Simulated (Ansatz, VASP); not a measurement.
NaS6: VASP beside Ansatz

```xyz
7
Lattice="6.1140 0.0000 0.0000 -3.0570 5.2949 0.0000 0.0000 0.0000 10.2512" Properties=species:S:1:pos:R:3 pbc="T T T"
Na    0.0000    0.0000    0.0000
S     3.0570    4.2810    5.1256
S     0.8780    0.5069    5.1256
S     5.2360    0.5069    5.1256
S     0.0000    1.0138    5.1256
S     2.1790    4.7879    5.1256
S    -2.1790    4.7879    5.1256
```

Alike in both runs: task single point; functional PBE; k mesh 3 × 3 × 2; occupations gaussian, width 0.1 eV; no spin polarisation.

|  | VASP | Ansatz |
| --- | --- | --- |
| version | VASP 6.6.1 | Ansatz 0.2.0 |
| potentials or method | VASP PAW PBE potentials, release 64 (Na_sv, S), cutoff 1130 eV | scalar-relativistic, plane waves, PAW |
| valence electrons in the cell | 45 | 45 |

Ansatz gave:

```
gap on the k mesh at the Fermi level (eV) : none
rms of the force components (eV/Å)        : 158.998
```

**Question.** What did VASP give for the same quantities?

**Answer.** gap on the k mesh at the Fermi level (eV): none; rms of the force components (eV/Å): 194.098.

Atom by atom the forces differ by 35.100 eV/Å (rms over components). A gap of «none» marks a metal or a gap that the smearing closes. The functional is the same, so the differences come from potentials, cutoffs and numerics.

The k mesh is coarse, so the values compare programs but aren't converged.
